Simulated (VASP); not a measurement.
# Si7B (P-4m2) in VASP: a series of runs, part 2 of 2

VASP 6.6.1. Earlier steps stand in the parts before.

## (3) Single point, PBE

This run uses another cell than the first one, of 18.27 Å³/atom.

File INCAR:

```
ALGO = Normal
EDIFF = 1E-6
ENCUT = 520
GGA = PE
ISIF = 2
ISMEAR = 0
LASPH = T
LCHARG = F
LREAL = F
LWAVE = F
NBANDS = 26
NELM = 100
PREC = Accurate
SIGMA = 0.2
```

File KPOINTS:

```
k-points
0
Gamma
  6 6 2
```

File POSCAR:

```
Si7B
1.0
    3.7014696881      0.0000000000      0.0000000000
    0.0000000000      3.7014696881      0.0000000000
    0.0000000000      0.0000000000     10.6689440067
Si B
7 1
Direct
    1.0000000000      1.0000000000      0.5000000000
    0.0000000000      0.5000000000      0.3656413374
    0.5000000000      1.0000000000      0.6343586626
    1.0000000000      0.5000000000      0.9065196631
    0.5000000000      1.0000000000      0.0934803369
    0.5000000000      0.5000000000      0.7658793828
    0.5000000000      0.5000000000      0.2341206172
    0.0000000000      0.0000000000      0.0000000000
```

Potentials or basis: VASP PAW PBE potentials, release 64 (Si, B).

The run is started by

```console
> cat potpaw_PBE.64/Si/POTCAR potpaw_PBE.64/B/POTCAR > POTCAR
> mpirun -np 1 vasp_std > vasp.out
```

OUTCAR:

```text
EDIFF = 1E-6
   ENCUT = 520
   GGA = PE
   ISIF = 2
   ISMEAR = 0
   LASPH = T
   LREAL = F
   NELM = 100
   PREC = Accurate

 ion  position               nearest neighbor table
   1  0.000  0.000  0.500-   2 2.34   3 2.34   2 2.34   3 2.34
   2  0.000  0.500  0.366-   7 2.32   7 2.32   1 2.34   1 2.34
   3  0.500  0.000  0.634-   6 2.32   6 2.32   1 2.34   1 2.34
   4  0.000  0.500  0.907-   8 2.10   8 2.10   6 2.38   6 2.38
   5  0.500  0.000  0.093-   8 2.10   8 2.10   7 2.38   7 2.38
   6  0.500  0.500  0.766-   3 2.32   3 2.32   4 2.38   4 2.38
   7  0.500  0.500  0.234-   2 2.32   2 2.32   5 2.38   5 2.38
   8  0.000  0.000  0.000-   4 2.10   5 2.10   4 2.10   5 2.10

  LATTYP: Found a simple tetragonal cell.
 ALAT       =     3.7014696881
 C/A-ratio  =     2.8823534719

  Lattice vectors:

 A1 = (   3.7014696881,   0.0000000000,   0.0000000000)
 A2 = (   0.0000000000,   3.7014696881,   0.0000000000)
 A3 = (   0.0000000000,   0.0000000000,  10.6689440067)

Analysis of symmetry for initial positions (statically):
=====================================================================
[... 186 lines left out ...]

 k-point     1 :       0.0000    0.0000    0.0000
  band No.  band energies     occupation
      1      -6.2309      2.00000
      2      -5.1635      2.00000
      3      -5.0207      2.00000
      4      -1.8806      2.00000
      5      -1.8259      2.00000
      6       2.6140      2.00000
[... 569 lines left out ...]
     25      13.5388      0.00000
     26      13.5392      0.00000

------------------------ aborting loop because EDIFF is reached ----------------------------------------

  FORCE on cell =-STRESS in cart. coord.  units (eV):
  Direction    XX          YY          ZZ          XY          YZ          ZX
  --------------------------------------------------------------------------------------
  -------------------------------------------------------------------------------------
  Total       -0.2527550     -0.2527550      0.4462529      0.0000000      0.0000000      0.0000000
  in kB       -2.7703875     -2.7703875      4.8912716      0.0000000      0.0000000      0.0000000
  external PRESSURE =      -0.2165011 kB  Pullay stress =       0.0000000 kB

 VOLUME and BASIS-vectors are now :
 -----------------------------------------------------------------------------
  energy-cutoff  :      520.00
  volume of cell :      146.17
      direct lattice vectors                 reciprocal lattice vectors
     3.701469688  0.000000000  0.000000000     0.270162958  0.000000000  0.000000000
     0.000000000  3.701469688  0.000000000     0.000000000  0.270162958  0.000000000
     0.000000000  0.000000000 10.668944007     0.000000000  0.000000000  0.093729989

 POSITION                                       TOTAL-FORCE (eV/Angst)
 -----------------------------------------------------------------------------------
      0.00000      0.00000      5.33447        -0.000000      0.000000      0.000000
      0.00000      1.85073      3.90101        -0.000000      0.000000     -0.021589
      1.85073      0.00000      6.76794         0.000000      0.000000      0.021589
      0.00000      1.85073      9.67161        -0.000000      0.000000      0.019144
      1.85073      0.00000      0.99734        -0.000000      0.000000     -0.019144
      1.85073      1.85073      8.17112        -0.000000      0.000000     -0.081782
      1.85073      1.85073      2.49782        -0.000000     -0.000000      0.081782
      0.00000      0.00000      0.00000        -0.000000      0.000000      0.000000
 -----------------------------------------------------------------------------------
    total drift:                               -0.000000     -0.000000      0.000000

  FREE ENERGIE OF THE ION-ELECTRON SYSTEM (eV)
  ---------------------------------------------------
  free  energy   TOTEN  =       -43.6434757084 eV

  energy  without entropy=      -43.6073892590  energy(sigma->0) =      -43.62543248
```

OSZICAR:

```text
N       E                     dE             d eps       ncg     rms          rms(c)
DAV:   1     0.566662560919E+02    0.56666E+02   -0.11694E+04  1040   0.978E+02
DAV:   2    -0.402538465864E+02   -0.96920E+02   -0.89633E+02  1334   0.145E+02
DAV:   3    -0.450212063690E+02   -0.47674E+01   -0.46917E+01  1354   0.291E+01
DAV:   4    -0.450934981151E+02   -0.72292E-01   -0.72118E-01  1278   0.441E+00
DAV:   5    -0.450949965336E+02   -0.14984E-02   -0.14969E-02  1344   0.600E-01    0.996E+00
DAV:   6    -0.437779813734E+02    0.13170E+01   -0.27240E+00  1250   0.758E+00    0.575E+00
DAV:   7    -0.436613002889E+02    0.11668E+00   -0.98278E-01  1258   0.393E+00    0.219E+00
DAV:   8    -0.436410771667E+02    0.20223E-01   -0.90866E-02  1246   0.143E+00    0.396E-01
DAV:   9    -0.436425366877E+02   -0.14595E-02   -0.11424E-02  1340   0.544E-01    0.140E-01
DAV:  10    -0.436432205575E+02   -0.68387E-03   -0.15788E-03  1214   0.173E-01    0.830E-02
DAV:  11    -0.436434434860E+02   -0.22293E-03   -0.25874E-04  1246   0.770E-02    0.284E-02
DAV:  12    -0.436434726065E+02   -0.29120E-04   -0.49751E-05  1278   0.360E-02    0.122E-02
DAV:  13    -0.436434756520E+02   -0.30455E-05   -0.47831E-06  1234   0.104E-02    0.238E-03
DAV:  14    -0.436434757084E+02   -0.56384E-07   -0.92101E-07   728   0.450E-03
   1 F= -.43643476E+02 E0= -.43625432E+02  d E =-.360864E-01
```

It took 27 s on 1 thread of Intel Xeon 6975P-C (Granite Rapids), shared host; peak memory 0.25 GiB.

Results:

- Free energy: -43.6435 eV
- Pressure: 0.0 GPa
- Largest force: 0.082 eV/Å
- Band gap on the k mesh: zero (an odd number of electrons rules out a gap without spin polarisation)

Forces in eV/Å, atoms in the order of the input:
```
Si   0.000  0.000  0.000
Si   0.000  0.000 -0.022
Si   0.000  0.000  0.022
Si   0.000  0.000  0.019
Si   0.000  0.000 -0.019
Si   0.000  0.000 -0.082
Si   0.000  0.000  0.082
B    0.000  0.000  0.000
```

Stress tensor (GPa, compression positive):
```
-0.28  0.00  0.00
 0.00 -0.28  0.00
 0.00  0.00  0.49
```
